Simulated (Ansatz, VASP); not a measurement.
**One calculation of Rb2Na, two programs**

The input INCAR:

```
  PREC = Accurate
  ENCUT = 520
  EDIFF = 1E-7
  ISMEAR = 0
  SIGMA = 0.1
  LREAL = F
  LASPH = T
  NELM = 60
  ALGO = Fast
  ISIF = 2
  LWAVE = F
  LCHARG = F
  GGA = PE
  NBANDS = 20
```

KPOINTS

```
regular mesh
0
Gamma
  4 4 4
```

POSCAR

```
Rb2Na
1.0
    0.0000000000      3.6917515530      3.6917515530
    3.6917515530      0.0000000000      3.6917515530
    3.6917515530      3.6917515530      0.0000000000
Rb Na
2 1
Direct
    0.2500000000      0.2500000000      0.2500000000
    0.7500000000      0.7500000000      0.7500000000
    0.0000000000      0.0000000000      0.0000000000
```

Input for Ansatz:

```yaml
crystal:
  lattice:
    - [0.0, 3.691751553, 3.691751553]
    - [3.691751553, 0.0, 3.691751553]
    - [3.691751553, 3.691751553, 0.0]
  atoms:
    - { symbol: Rb, position: [0.25, 0.25, 0.25] }
    - { symbol: Rb, position: [0.75, 0.75, 0.75] }
    - { symbol: Na, position: [0.0, 0.0, 0.0] }
basis:
  ecutwfc: 420
kpoints:
  mp_grid: { grid: [4, 4, 4] }
hamiltonian:
  xc: pbe
scf:
  occupations: { method: gaussian, width: 0.1 }
  lower_state_search: "off"
output:
  forces: true
  stress: true
  eigenvalues: true
```

Alike in both runs: task single point; functional PBE; k mesh 4 × 4 × 4; occupations gaussian, width 0.1 eV; no spin polarisation.

```csv
,VASP,Ansatz
version,VASP 6.6.1,Ansatz 0.2.0
potentials or method,"VASP PAW PBE potentials, release 64 (Rb_sv, Na_pv), cutoff 520 eV","scalar-relativistic, plane waves, PAW"
valence electrons in the cell,25,27
```

|  | VASP | Ansatz | Ansatz less VASP |
| --- | --- | --- | --- |
| gap on the k mesh at the Fermi level (eV) | none | none | - |
| pressure (GPa) | 11.3 | 11.3 | -0.02 |

A gap of «none» marks a metal or a gap that the smearing closes. The functional is the same, so the differences come from potentials, cutoffs and numerics. VASP's potentials hold 25 valence electrons a cell and Ansatz's 27, so a difference there can come from the potentials and not from the codes.

The k mesh is coarse, so the values compare programs but aren't converged.
